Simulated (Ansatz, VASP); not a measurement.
CuI: VASP beside Ansatz

The input INCAR:

```
SYSTEM = CuI
  PREC = Accurate
  ENCUT = 520
  EDIFF = 1E-6
  ISMEAR = 0
  SIGMA = 0.028999999999999998
  LREAL = .FALSE.
  LASPH = .TRUE.
  NELM = 60
  ALGO = Normal
  ISIF = 2
  LWAVE = .FALSE.
  LCHARG = .FALSE.
  GGA = PE
  NBANDS = 16
```

The input KPOINTS:

```
regular mesh
0
G
  8 8 8
  0 0 0
```

Contents of POSCAR:

```
CuI
1.0
    0.0000000000      3.0315000000      3.0315000000
    3.0315000000      0.0000000000      3.0315000000
    3.0315000000      3.0315000000      0.0000000000
I Cu
1 1
Direct
    0.0000000000      0.0000000000      0.0000000000
    0.7500000000      0.7500000000      0.7500000000
```

input.yaml

```yaml
crystal:
  lattice:
    - [0.0, 3.0315, 3.0315]
    - [3.0315, 0.0, 3.0315]
    - [3.0315, 3.0315, 0.0]
  atoms:
    - { symbol: I, position: [0.0, 0.0, 0.0] }
    - { symbol: Cu, position: [0.75, 0.75, 0.75] }
kpoints:
  mp_grid: { grid: [8, 8, 8] }
scf:
  occupations: { method: gaussian, width: 0.029 }
hamiltonian:
  xc: pbe
  pseudopotentials: { kind: all_electron, lapw: { basis_error: 0.001 } }
output:
  forces: true
  stress: true
  eigenvalues: true
```

Alike in both runs: task single point; functional PBE; k mesh 8 × 8 × 8; occupations gaussian, width 0.029 eV; no spin polarisation.

|  | VASP | Ansatz |
| --- | --- | --- |
| version | VASP 6.6.1 | Ansatz 0.2.0 |
| potentials or method | VASP PAW PBE potentials, release 64 (I, Cu), cutoff 520 eV | all-electron LAPW, scalar-relativistic |

|  | VASP | Ansatz | Ansatz less VASP |
| --- | --- | --- | --- |
| gap on the k mesh at the Fermi level (eV) | 1.14 | 1.12 | -0.023 |
| least direct gap on the mesh (eV) | 1.14 | 1.12 | -0.023 |
| pressure (GPa) | 0.7 | 0.3 | -0.36 |

Ansatz ran all-electron here, and VASP with PAW potentials.

Neither program's run includes spin-orbit coupling.
